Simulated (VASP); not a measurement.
# As in VASP: notebook

Runs on As. Level: PBE+D3(BJ). Tasks: relaxation of the atoms, single point.

All numbers are computed with VASP 6.6.1; they aren't measurements. Logs are shortened: lines on timing, memory, paths and dates and some standing lists are left out, and cuts for length are marked.

## Step 1: The cell of the first run

The cell holds a slab with vacuum, 2 atoms: a = 3.500 Å, b = 3.554 Å, c = 28.574 Å, α = 90.00°, β = 90.00°, γ = 119.50°.

## Step 2: Relaxation of the atoms, PBE+D3(BJ) (strain along x -0.020)

INCAR

```
SYSTEM = As
PREC     = Accurate       ! precision mode
ENCUT    = 520            ! plane-wave cutoff, eV
EDIFF    = 1E-7           ! SCF threshold, eV
ISMEAR   = 0              ! smearing method
SIGMA    = 0.02           ! smearing width, eV
LREAL    = .FALSE.        ! projectors in reciprocal space
LASPH    = .TRUE.         ! aspherical terms in the spheres
NELM     = 80             ! most SCF steps
ALGO     = Normal         ! electronic algorithm
ISIF     = 2              ! what is computed and relaxed
LWAVE    = .FALSE.        ! write WAVECAR
LCHARG   = .FALSE.        ! write CHGCAR
LDIPOL   = .TRUE.       
IDIPOL   = 3            
DIPOL    = 0.5 0.5 0.500
GGA      = PE             ! functional
IVDW     = 12             ! dispersion correction
IBRION   = 2              ! ionic algorithm
NSW      = 60             ! ionic steps
EDIFFG   = -0.01          ! ionic threshold
```

KPOINTS

```
regular mesh
0
G
  9 9 1
  0 0 0
```

POSCAR

```
As
1.0
    3.5001913585      0.0000000000      0.0000000000
   -1.7500956792      3.0931169740      0.0000000000
    0.0000000000      0.0000000000     28.5742411176
As
2
Direct
    0.3333333333      0.6666666667      0.4755450769
    0.6666666667      0.3333333333      0.5244549231
```

Potentials or basis: VASP PAW PBE potentials, release 64 (As).

Run with:

```sh
$ cat potpaw_PBE.64/As/POTCAR > POTCAR
$ mpirun -np 1 vasp_std > vasp.out
```

OUTCAR:

```text
SYSTEM = As
   PREC = Accurate
   ENCUT = 520
   EDIFF = 1E-7
   ISMEAR = 0
   LREAL = .FALSE.
   LASPH = .TRUE.
   NELM = 80
   ISIF = 2
   GGA = PE
   IVDW = 12
   IBRION = 2
   NSW = 60
   EDIFFG = -0.01
 IVDW          = 12

 ion  position               nearest neighbor table
   1  0.333  0.667  0.476-   2 2.47   2 2.47   2 2.49
   2  0.667  0.333  0.524-   1 2.47   1 2.47   1 2.49

  LATTYP: Found a base centered orthorhombic cell.
 ALAT       =     3.5001913585
 B/A-ratio  =     1.7673987832
 C/A-ratio  =     8.1636225540

  Lattice vectors:

 A1 = (   1.7500956792,  -3.0931169740,   0.0000000000)
 A2 = (   1.7500956793,   3.0931169740,   0.0000000000)
 A3 = (   0.0000000000,   0.0000000000,  28.5742411176)

Analysis of symmetry for initial positions (statically):
=====================================================================
 Subroutine PRICEL returns:
 Original cell was already a primitive cell.

 Routine SETGRP: Setting up the symmetry group for a
 base centered orthorhombic supercell.

 Subroutine GETGRP returns: Found  4 space group operations
 (whereof  4 operations were pure point group operations)
 out of a pool of  8 trial point group operations.

The static configuration has the point symmetry C_2h.

Analysis of symmetry for dynamics (positions and initial velocities):
=====================================================================
 Subroutine PRICEL returns:
 Original cell was already a primitive cell.

 Routine SETGRP: Setting up the symmetry group for a
 base centered orthorhombic supercell.

 Subroutine GETGRP returns: Found  4 space group operations
 (whereof  4 operations were pure point group operations)
 out of a pool of  8 trial point group operations.

The dynamic configuration has the point symmetry C_2h.

 Subroutine INISYM returns: Found  4 space group operations
 (whereof  4 operations are pure point group operations),
 and found     1 'primitive' translations

----------------------------------------------------------------------------------------

                                     Primitive cell

  volume of cell :     309.3591

  direct lattice vectors                    reciprocal lattice vectors
     3.500191358  0.000000000  0.000000000     0.285698665  0.161649237  0.000000000
    -1.750095679  3.093116974  0.000000000     0.000000000  0.323298475  0.000000000
     0.000000000  0.000000000 28.574241118     0.000000000  0.000000000  0.034996555

  length of vectors
     3.500191358  3.553900322 28.574241118     0.328259354  0.323298475  0.034996555

  position of ions in fractional coordinates (direct lattice)
     0.333333333  0.666666667  0.475545077
     0.666666667  0.333333333  0.524454923

  ion indices of the primitive-cell ions
   primitive index   ion index
                 1           1
                 2           2

----------------------------------------------------------------------------------------

 KPOINTS: regular mesh

Automatic generation of k-mesh.
 Grid dimensions read from file:
 generate k-points for:    9    9    1

 Generating k-lattice:

  Cartesian coordinates                     Fractional coordinates (reciprocal lattice)
     0.031744296  0.017961026  0.000000000     0.111111111  0.000000000  0.000000000
     0.000000000  0.035922053  0.000000000     0.000000000  0.111111111  0.000000000
     0.000000000  0.000000000  0.034996555     0.000000000  0.000000000  1.000000000

  Length of vectors
     0.036473262  0.035922053  0.034996555

  Shift w.r.t. Gamma in fractional coordinates (k-lattice)
     0.000000000  0.000000000  0.000000000

 Subroutine IBZKPT returns following result:
 ===========================================

 Found     25 irreducible k-points:

 Following reciprocal coordinates:
            Coordinates               Weight
  0.000000  0.000000  0.000000      1.000000
  0.111111 -0.000000  0.000000      4.000000
  0.222222 -0.000000  0.000000      4.000000
  0.333333 -0.000000  0.000000      4.000000
  0.444444 -0.000000  0.000000      4.000000
  0.000000  0.111111  0.000000      2.000000
[... 16 lines left out ...]
  0.333333  0.333333  0.000000      2.000000
  0.000000  0.444444  0.000000      2.000000
   k-points           NKPTS =     25   k-points in BZ     NKDIM =     25   number of bands    NBANDS=      9
   number of dos      NEDOS =    301   number of ions     NIONS =      2
   total plane-waves  NPLWV = 169344
   dimension x,y,z NGX =    28 NGY =   28 NGZ =  216
   dimension x,y,z NGXF=    56 NGYF=   56 NGZF=  432
   ions per type =               2
   NGX,Y,Z   is equivalent  to a cutoff of  13.30, 13.10, 12.57 a.u.
   NGXF,Y,Z  is equivalent  to a cutoff of  26.60, 26.20, 25.13 a.u.
 SYSTEM =  As
   PREC   = accura    normal or accurate (medium, high low for compatibility)
   ISTART =      0    job   : 0-new  1-cont  2-samecut
   ICHARG =      2    charge: 1-file 2-atom 10-const
   ISPIN  =      1    spin polarized calculation?
   LNONCOLLINEAR =      F non collinear calculations
   LSORBIT =      F    spin-orbit coupling
   LASPH  =      T    aspherical Exc in radial PAW
   ENCUT  =  520.0 eV  38.22 Ry    6.18 a.u.   6.51  6.61 53.13*2*pi/ulx,y,z
   NELM   =     80;   NELMIN=  2; NELMDL= -5     # of ELM steps
   EDIFF  = 0.1E-06   stopping-criterion for ELM
   LREAL  =      F    real-space projection
   EDIFFG = -.1E-01   stopping-criterion for IOM
   NSW    =     60    number of steps for IOM
   IBRION =      2    ionic relax: 0-MD 1-quasi-New 2-CG
   NFREE  =      1    steps in history (QN), initial steepest desc. (CG)
   ISIF   =      2    stress and relaxation
   ISYM   =      2    0-nonsym 1-usesym 2-fastsym
   POTIM  = 0.5000    time-step for ionic-motion
   TEBEG  =    0.0;   TEEND  =   0.0 temperature during run
   PSTRESS=    0.0 pullay stress
   NELECT =      10.0000    total number of electrons
   NUPDOWN=      -1.0000    fix difference up-down
   EMIN   =  10.00;   EMAX   =-10.00  energy-range for DOS
   EFERMI =   0.00;   METHOD = LEGACY
   ISMEAR =     0;   SIGMA  =   0.02  broadening in eV -4-tet -1-fermi 0-gaus
   EFERMI_NEDOS =   21; number of points for ismear=-14 and -15
   IALGO  =     38    algorithm
   IMIX   =      4    mixing-type and parameters
     AMIX     =   0.40;   BMIX     =  1.00
     AMIX_MAG =   1.60;   BMIX_MAG =  1.00
  volume/ion in A,a.u.               =     154.68      1043.83
  Fermi-wavevector in a.u.,A,eV,Ry     =   0.521499  0.985491  3.700264  0.271962
  Thomas-Fermi vector in A             =   1.539859
   LORBIT       =      0    0 simple, 1 ext, 2 COOP (PROOUT), +10 PAW based schemes
   GGA     = PE    functional components
   LHFCALC =     F    Hartree Fock is set to
   AEXX    =    0.0000 exact exchange contribution
   IVDW    =    12    specifies the selected vdW correction
   LEPSILON=     F    determine dielectric tensor
   LRPA    =     F    only Hartree local field effects (RPA)
 conjugate gradient relaxation of ions
 non-spin polarized calculation
 Gauss-broadening in eV      SIGMA  =   0.02
  energy-cutoff  :      520.00
  volume of cell :      309.36
 maximum number of plane-waves:      8447
 NGX is ok and might be reduce to    28
   NGX = 13   NGY = 13   NGZ =107

--------------------------------------- Ionic step        1  -------------------------------------------

 number of electron      10.0000000 magnetization

 Free energy of the ion-electron system (eV)
  ---------------------------------------------------
  ext. energy  EPLUGINS =         0.00000000
  ---------------------------------------------------
  free energy    TOTEN  =        -9.30667922 eV

  energy without entropy =       -9.30667922  energy(sigma->0) =       -9.30667922

------------------------ aborting loop because EDIFF is reached ----------------------------------------

 Edisp (eV)   -0.43242

 E8    (eV) :    -0.1961

  FORCE on cell =-STRESS in cart. coord.  units (eV):
  Direction    XX          YY          ZZ          XY          YZ          ZX
  --------------------------------------------------------------------------------------
  -------------------------------------------------------------------------------------
  Total       0.99078     0.24992     0.32278     0.00000    -0.10942    -0.00000
  in kB       5.13126     1.29435     1.67169     0.00000    -0.56668    -0.00000
  external pressure =        2.70 kB  Pullay stress =        0.00 kB
[... 97 lines left out ...]
  FREE ENERGIE OF THE ION-ELECTRON SYSTEM (eV)
  ---------------------------------------------------
  free  energy   TOTEN  =        -9.7413368098 eV

  energy  without entropy=       -9.7413368098  energy(sigma->0) =       -9.74133681

 dipolmoment           0.000000      0.000000      0.000000 electrons x Angstroem

--------------------------------------- Ionic step        4  -------------------------------------------

 number of electron      10.0000001 magnetization

------------------------ aborting loop because EDIFF is reached ----------------------------------------

 Edisp (eV)   -0.43190

 E8    (eV) :    -0.1959
[... 29 lines left out ...]
  energy  without entropy=       -9.7413377936  energy(sigma->0) =       -9.74133779

--------------------------------------- Ionic step        5  -------------------------------------------

 number of electron      10.0000001 magnetization

 dipolmoment           0.000000      0.000000     -0.000000 electrons x Angstroem

 Free energy of the ion-electron system (eV)
  ---------------------------------------------------
  ext. energy  EPLUGINS =         0.00000000
  ---------------------------------------------------
  free energy    TOTEN  =        -9.30946201 eV

  energy without entropy =       -9.30946201  energy(sigma->0) =       -9.30946201

 E-fermi :  -3.5469     XC(G=0):  -1.8695

 val. band max:       -3.6546401453   @ k =   0.0000   0.0000   0.0000
 cond. band min:      -2.3920933618   @ k =   0.3333  -0.0000   0.0000
 fundamental gap:      1.2625467835
 Fermi energy:        -3.5469042074

 k-point     1 :       0.0000    0.0000    0.0000
  band No.  band energies     occupation
      1     -17.6696      2.00000
      2     -11.2652      2.00000
      3      -4.7089      2.00000
      4      -3.8415      2.00000
      5      -3.6546      2.00000
      6      -1.6566      0.00000
      7      -0.3143      0.00000
      8      -0.1845      0.00000
      9       0.8420      0.00000
[... 265 lines left out ...]
 k-point    24 :       0.0000    0.4444    0.0000
  band No.  band energies     occupation
      1     -15.3583      2.00000
      2     -12.8926      2.00000
      3      -7.5841      2.00000
      4      -5.5490      2.00000
      5      -5.5359      2.00000
      6      -1.8700      0.00000
      7      -0.7949      0.00000
      8       0.7967      0.00000
      9       2.3029      0.00000

 [... further k-points ...]

------------------------ aborting loop because EDIFF is reached ----------------------------------------

 vacuum level on the upper side and lower side of the slab       (xc-potential included)        -0.014        -0.014

 Edisp (eV)   -0.43192

 E8    (eV) :    -0.1959

  FORCE on cell =-STRESS in cart. coord.  units (eV):
  Direction    XX          YY          ZZ          XY          YZ          ZX
  --------------------------------------------------------------------------------------
  -------------------------------------------------------------------------------------
  Total       0.83669     0.15806    -0.01018     0.00000    -0.00683    -0.00000
  in kB       4.33325     0.81858    -0.05275     0.00000    -0.03538    -0.00000
  external pressure =        1.70 kB  Pullay stress =        0.00 kB
[... 17 lines left out ...]
  FREE ENERGIE OF THE ION-ELECTRON SYSTEM (eV)
  ---------------------------------------------------
  free  energy   TOTEN  =        -9.7413793028 eV

  energy  without entropy=       -9.7413793028  energy(sigma->0) =       -9.74137930

 reached required accuracy - stopping structural energy minimisation

 vacuum level on the upper side and lower side of the slab         1.346         1.346
```

It took 3.1 min on 1 thread of Intel Xeon Platinum 8488C (Sapphire Rapids), shared host; peak memory 0.47 GiB.

Results:

```yaml
Free_energy: -9.7414 eV
Energy_gained_by_relaxing: 1.1 meV/atom
Ionic_steps: 5
Largest_force_after_relaxing: 0.007 eV/Å
Band_gap_on_the_k_mesh: 1.26 eV (least direct gap 2.00 eV)
Dispersion_energy_per_atom: -0.216 eV
```

Forces on the atoms (eV/Å):
```
As   0.000  0.005  0.006
As   0.000 -0.005 -0.006
```

Step by step:
| step | energy change (eV) | largest force (eV/Å) | pressure (GPa) |
| --- | --- | --- | --- |
| 1 | 0.0000 | 0.2452 | 0.27 |
| 2 | -0.0021 | 0.0757 | 0.14 |
| 3 | -0.0022 | 0.0266 | 0.17 |
| 4 | -0.0022 | 0.0274 | 0.17 |
| 5 | -0.0023 | 0.0075 | 0.17 |

Final structure:
```cif
data_structure
_symmetry_space_group_name_H-M 'P 1'
_symmetry_Int_Tables_number 1
_cell_length_a 3.5002
_cell_length_b 3.5539
_cell_length_c 28.5742
_cell_angle_alpha 90.000
_cell_angle_beta 90.000
_cell_angle_gamma 119.501
_cell_volume 309.36
loop_
_atom_site_label
_atom_site_type_symbol
_atom_site_fract_x
_atom_site_fract_y
_atom_site_fract_z
_atom_site_occupancy
As1 As 0.33402 0.66804 0.47524 1
As2 As 0.66598 0.33196 0.52476 1
```

Caveat: the cell differs from its parent crystal (strain along x -0.020).

## Step 3: Single point, PBE+D3(BJ)

This run uses another cell than the first one: it holds 6 atoms, not 2.

INCAR

```
PREC     = Accurate       # precision mode
ENCUT    = 520            # plane-wave cutoff, eV
EDIFF    = 1E-6           # SCF threshold, eV
ISMEAR   = 0              # smearing method
SIGMA    = 0.1            # smearing width, eV
LREAL    = False          # projectors in reciprocal space
LASPH    = True           # aspherical terms in the spheres
NELM     = 100            # most SCF steps
ALGO     = Normal         # electronic algorithm
ISIF     = 2              # what is computed and relaxed
LWAVE    = False          # write WAVECAR
LCHARG   = False          # write CHGCAR
LDIPOL   = True         
IDIPOL   = 3            
DIPOL    = 0.5 0.5 0.501
GGA      = PE             # functional
IVDW     = 12             # dispersion correction
NBANDS   = 24             # bands
```

KPOINTS

```
regular mesh
0
Gamma
  9 9 1
```

POSCAR

```
As
1.0
    3.7828824947      0.0000000000      0.0000000000
   -1.8914412474      3.2760723400      0.0000000000
    0.0000000000      0.0000000000     25.0246822145
As
6
Direct
    0.3333333333      0.6666666667      0.3396646530
    0.6666666667      0.3333333333      0.3910987002
    0.0000000000      0.0000000000      0.4742829764
    0.3333333333      0.6666666667      0.5255958199
    0.6666666667      0.3333333333      0.6100828298
    0.0000000000      0.0000000000      0.6622971853
```

Potentials or basis: VASP PAW PBE potentials, release 64 (As).

Run with:

```sh
$ cat potpaw_PBE.64/As/POTCAR > POTCAR
$ mpirun -np 1 vasp_std > vasp.out
```

It took 1.9 min on 1 thread of AMD EPYC 7R13 (Zen 3), shared host; peak memory 0.34 GiB.

Results (log left out):

* Free energy: -29.8878 eV
* Largest force: 0.251 eV/Å
* Band gap on the k mesh: zero (bands 15 and 16 overlap by 0.15 eV)
* Dispersion energy per atom: -0.339 eV

Forces on the atoms (eV/Å):
```
As   0.000  0.000 -0.251
As   0.000  0.000  0.206
As   0.000  0.000 -0.004
As   0.000  0.000  0.052
As   0.000  0.000 -0.062
As   0.000  0.000  0.059
```

Levels at points of the mesh, in eV from the Fermi level:
```csv
k point,band 12,band 13,band 14,band 15,band 16,band 17,band 18,band 19
"(0.00, 0.00, 0.00)",-1.55,-1.55,-0.95,-0.28,-0.22,0.98,0.98,1.93
```

## Step 4: Single point, PBE+D3(BJ) (biaxial strain +0.040, then relaxed in part)

INCAR

```
ALGO = Normal
DIPOL = 0.5 0.5 0.500
EDIFF = 1E-6
ENCUT = 400
GGA = PE
GGA_COMPAT = False
IDIPOL = 3
ISIF = 2
ISMEAR = 0
IVDW = 12
LASPH = True
LCHARG = False
LDIPOL = True
LREAL = False
LWAVE = False
NBANDS = 22
NELM = 120
NELMDL = -8
PREC = Accurate
SIGMA = 0.02
```

KPOINTS

```
k-points
0
Gamma
  9 9 1
```

POSCAR

```
As
1.0
    3.7144892312      0.0000000000      0.0000000000
   -1.8572446156      3.2168420363      0.0000000000
    0.0000000000      0.0000000000     28.5742413760
As
2
Direct
    0.3333333333      0.6666666667      0.4761975756
    0.6666666667      0.3333333333      0.5238024244
```

Potentials or basis: VASP PAW PBE potentials, release 64 (As_d).

Run with:

```sh
$ cat potpaw_PBE.64/As_d/POTCAR > POTCAR
$ mpirun -np 1 vasp_std > vasp.out
```

Wall time 76 s (1 thread of Intel Xeon Platinum 8259CL at 2.50GHz (Skylake/Cascade Lake), shared host); peak memory 0.33 GiB.

Results (log left out):

* Free energy: -9.7115 eV
* Largest force: 0.026 eV/Å
* Band gap on the k mesh: 1.56 eV (least direct gap 1.65 eV)
* Dispersion energy per atom: -0.195 eV

Forces on the atoms (eV/Å):
```
As   0.000  0.000 -0.026
As   0.000  0.000  0.026
```

Levels at points of the mesh, in eV from the valence-band top:
| k point | band 12 | band 13 | band 14 | band 15 | band 16 | band 17 | band 18 | band 19 |
| --- | --- | --- | --- | --- | --- | --- | --- | --- |
| (0.00, 0.00, 0.00) | -6.83 | -0.13 | -0.13 | -0.09 | 1.56 | 3.38 | 3.38 | 5.10 |

Caveat: the cell differs from its parent crystal (biaxial strain +0.040, then relaxed in part).

## Step 5: Single point, PBE+D3(BJ), non-collinear spin, zero start, spin-orbit coupling

This run uses another cell than the first one.

INCAR

```
SYSTEM = As
PREC = Accurate ; ENCUT = 400
EDIFF = 1E-6 ; ISMEAR = 0
SIGMA = 0.02 ; LREAL = .FALSE.
LASPH = .TRUE. ; NELM = 200
ALGO = Normal ; ISIF = 2
LWAVE = .FALSE. ; LCHARG = .FALSE.
MAGMOM = 0 0 0 0 0 0 ; LORBIT = 11
LSORBIT = .TRUE. ; GGA_COMPAT = .FALSE.
LORBMOM = .TRUE. ; LDIPOL = .TRUE.
IDIPOL = 3 ; DIPOL = 0.5 0.5 0.500
GGA = PE ; IVDW = 12
NBANDS = 42 ; NELMDL = -8
```

KPOINTS

```
regular mesh
0
G
  9 9 1
  0 0 0
```

POSCAR

```
As
1.0
    3.5716238352      0.0000000000      0.0000000000
   -1.7858119176      3.0931169740      0.0000000000
    0.0000000000      0.0000000000     28.5742411176
As
2
Direct
    0.3333333333      0.6666666667      0.4755450769
    0.6666666667      0.3333333333      0.5244549231
```

Run with:

```sh
$ cat potpaw_PBE.64/As_d/POTCAR > POTCAR
$ mpirun -np 1 vasp_ncl > vasp.out
```

It took 4.6 min on 1 thread of Intel Xeon Platinum 8559C (Emerald Rapids), shared host; peak memory 0.84 GiB.

It converged, with:

```
Free energy                                           : -9.8050 eV
Largest force                                         : 0.025 eV/Å
Net moment                                            : 0.00 μB per cell
Valence electrons inside the program's atomic spheres : As 13.49
Dispersion energy per atom                            : -0.212 eV
```

Forces in eV/Å, atoms in the order of the input:
```
As   0.000  0.000 -0.025
As   0.000  0.000  0.025
```

Moments on the atoms (μB; x, y, z):
```
As  0.00 0.00 0.00
As  0.00 0.00 0.00
```

## Step 6: The runs side by side

| task | potentials or basis | spin | cell | cutoff (eV) | smearing | gap on the mesh (eV) | largest force (eV/Å) |
| --- | --- | --- | --- | --- | --- | --- | --- |
| relaxation of the atoms | VASP PAW PBE potentials, release 64 (As) | off | atoms relaxed from a = 3.500, b = 3.554, c = 28.574 Å, angles 90.0, 90.0, 119.5°, 2 atoms, atomic positions A | 520 | gaussian 0.02 eV | 1.26 | 0.01 |
| single point | VASP PAW PBE potentials, release 64 (As) | off | a = 3.783, b = 3.783, c = 25.025 Å, angles 90.0, 90.0, 120.0°, 6 atoms, atomic positions B | 520 | gaussian 0.1 eV | none | 0.25 |
| single point | VASP PAW PBE potentials, release 64 (As_d) | off | a = 3.714, b = 3.714, c = 28.574 Å, angles 90.0, 90.0, 120.0°, 2 atoms, atomic positions C | 400 | gaussian 0.02 eV | 1.56 | 0.03 |
| single point | VASP PAW PBE potentials, release 64 (As_d) | non-collinear, zero start, SOC | a = 3.572, b = 3.572, c = 28.574 Å, angles 90.0, 90.0, 120.0°, 2 atoms, atomic positions A | 400 | gaussian 0.02 eV | - | 0.02 |

Alike in all rows: level PBE+D3(BJ); k mesh 9 × 9 × 1.

Absolute energies hang on the potentials; compare differences alone.

The gap in the log of VASP goes by the Fermi energy; the results here count the filled bands.